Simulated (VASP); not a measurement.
Crystal: CdTe.

```
Te Cd
1.0
     0.00000    3.20500    3.20500
     3.20500    0.00000    3.20500
     3.20500    3.20500    0.00000
Te Cd
1 1
Cartesian
  4.8075 4.8075 4.8075
  0.0000 0.0000 0.0000
```

| Property | Result |
| --- | --- |
| Program | VASP 6.6.1 |
| Task | relaxation of cell and atoms |
| Functional | PBE |
| Dispersion | D4 |
| Potentials or basis | VASP PAW PBE potentials, release 64 (Te, Cd) |
| Cutoff | 600 eV |
| k mesh | 7 × 7 × 7 |
| Occupations | fermi-dirac, width 0.05 eV |
| Spin | no spin polarisation |

At the start: pressure 2.3 GPa; volume 32.92 Å³/atom.

Question: Where does the relaxation end?

Answer: Over 3 steps the energy falls by 11.9 meV/atom and the volume is 34.65 Å³/atom (+5.2 %); space group F-43m (No. 216, to 0.05 Å).

The path:
| step | energy change (eV) | largest force (eV/Å) | pressure (GPa) | volume (Å³) |
| --- | --- | --- | --- | --- |
| 1 | 0.0000 | 0.0000 | 2.32 | 65.84 |
| 2 | -0.0213 | 0.0000 | -0.66 | 70.50 |
| 3 | -0.0239 | 0.0000 | 0.01 | 69.29 |

Final structure:
```
Te Cd
1.0
     0.00000    3.26004    3.26004
     3.26004    0.00000    3.26004
     3.26004    3.26004    0.00000
Te Cd
1 1
Direct
  0.75000 0.75000 0.75000
  0.00000 0.00000 0.00000
```
